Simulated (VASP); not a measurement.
A run of VASP 6.6.1 is set up as follows.

Contents of INCAR:

```
  PREC = Accurate
  ENCUT = 750
  EDIFF = 1E-6
  ISMEAR = 1
  SIGMA = 0.1
  LREAL = False
  LASPH = True
  NELM = 120
  ALGO = Normal
  ISIF = 2
  LWAVE = False
  LCHARG = False
  GGA = PE
  NBANDS = 13
  GGA_COMPAT = False
```

The input KPOINTS:

```
regular mesh
0
Gamma
  8 5 4
```

POSCAR

```
LiBe
1.0
    2.2959861536      0.0000000000      0.0000000000
    0.0000000000      3.6127729800      0.0000000000
   -0.4017425219      0.0000000000      5.5135259934
Be Li
2 2
Direct
    0.2435819200      0.7500000000      0.4238283600
    0.7564180800      0.2500000000      0.5761716400
    0.2631524400      0.7500000000      0.8451422600
    0.7368475600      0.2500000000      0.1548577400
```

Potentials or basis: VASP PAW PBE potentials, release 64 (Be, Li_sv).

The run is started by

```console
$ cat potpaw_PBE.64/Be/POTCAR potpaw_PBE.64/Li_sv/POTCAR > POTCAR
$ mpirun -np 1 vasp_std > vasp.out
```

Question: Estimate the pressure.

Answer: -0.2 GPa.

Question: What does it give for the largest force?

Answer: 0.088 eV/Å.

Forces in eV/Å, atoms in the order of the input:
```
Be  -0.006  0.000  0.088
Be   0.006  0.000 -0.088
Li   0.000  0.000 -0.072
Li   0.000  0.000  0.072
```
